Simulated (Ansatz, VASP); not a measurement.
**One calculation of LiCl, two programs**

```
CELL_PARAMETERS angstrom
0.00000 2.53215 2.53215
2.53215 0.00000 2.53215
2.53215 2.53215 0.00000
ATOMIC_POSITIONS crystal
Li 0.00000 0.00000 0.00000
Cl 0.50000 0.50000 0.50000
```

Alike in both runs: functional PBEsol; k mesh 8 × 8 × 8; no spin polarisation.

Ansatz relaxed the structure, and its values are those at the end. VASP's run is a single point on that final structure, the one shown.

|  | VASP | Ansatz |
| --- | --- | --- |
| version | VASP 6.6.1 | Ansatz 0.2.0 |
| potentials or method | VASP PAW PBE potentials, release 64 (Li_sv, Cl), cutoff 520 eV | scalar-relativistic, plane waves, PAW |
| occupations | gaussian, width 0.01 eV | fixed |
| valence electrons in the cell | 10 | 10 |

|  | VASP | Ansatz | Ansatz less VASP |
| --- | --- | --- | --- |
| gap on the k mesh at the Fermi level (eV) | 6.36 | 6.35 | -0.010 |
| least direct gap on the mesh (eV) | 6.36 | 6.35 | -0.010 |

VASP's potentials were made for PBE, not for PBEsol.

Noted on VASP's run: the cutoff is short for stress, so the pressure is rough.
